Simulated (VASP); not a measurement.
A run of VASP 6.6.1 is set up as follows.

File INCAR:

```
ALGO     = Normal         # electronic algorithm
EDIFF    = 1E-6           # SCF threshold, eV
ENCUT    = 520            # plane-wave cutoff, eV
GGA      = PE             # functional
ISIF     = 2              # what is computed and relaxed
ISMEAR   = 0              # smearing method
IVDW     = 12             # dispersion correction
LASPH    = True           # aspherical terms in the spheres
LCHARG   = False          # write CHGCAR
LREAL    = Auto         
LWAVE    = False          # write WAVECAR
NBANDS   = 88             # bands
NELM     = 100            # most SCF steps
PREC     = Accurate       # precision mode
SIGMA    = 0.02           # smearing width, eV
```

File KPOINTS:

```
Automatic mesh
0
Gamma
  2 2 2
  0.5 0.5 0.5
```

POSCAR

```
C
1.0
    5.6709571532      0.0000000000     -3.4026574365
   -2.8677434801     -4.9298468452     -3.3594911937
   -2.8677434801      4.9298468452     -3.3594911937
C
33
Direct
    0.4166519006      0.0417065995      0.5411639006
    0.6601867587      0.7856925900      0.5344941170
    0.9114951763      0.5356548553      0.5252510839
    0.4137874616      0.2886075422      0.2892112121
    0.1658812893      0.2905420928      0.5399470010
    0.6713716388      0.0454118115      0.2953818488
    0.9271670085      0.8016189194      0.2988882915
    0.4069984282      0.5325924441      0.0353372398
    0.1705785747      0.5457919281      0.2931662301
    0.6572536288      0.2835927607      0.0355665972
    0.9323639495      0.0572751440      0.0553168682
    0.4124005174      0.7902645714      0.7874705698
    0.1935734182      0.8149041428      0.0633824188
    0.6519102806      0.5360609403      0.7905672241
    0.9205288489      0.2912084818      0.7946186440
    0.1770970879      0.0519088388      0.8015029166
    0.5833481183      0.9582933302      0.4574773663
    0.8320217176      0.7048557639      0.4503760530
    0.0794847890      0.4547835518      0.4511335398
    0.5813049894      0.2061772487      0.2076438257
    0.3328865191      0.2085325829      0.4588360992
    0.8455183967      0.9705778295      0.2186741464
    0.1002388790      0.7231097430      0.2217081624
    0.5584541185      0.4342257907      0.9453262527
    0.3309331823      0.4555524116      0.2068519877
    0.8380125174      0.2121567742      0.9611814632
    0.1070835904      0.9806854009      0.9787741854
    0.5649250456      0.6979591583      0.6901792006
    0.3400906775      0.7149835870      0.9644004631
    0.8461334664      0.4692693245      0.7123630833
    0.0864747078      0.2111297504      0.7113144574
    0.3353974510      0.9613889552      0.7099249567
    0.8545433021      0.6480579136      0.8792423775
```

Potentials or basis: VASP PAW PBE potentials, release 64 (C).

Run with:

```bash
$ cat potpaw_PBE.64/C/POTCAR > POTCAR
$ mpirun -np 1 vasp_std > vasp.out
```

(1) Estimate the band gap on the k mesh.

(2) What does it give for the dispersion energy per atom?

Answers

(1) 0.25 eV.

(2) -0.158 eV.
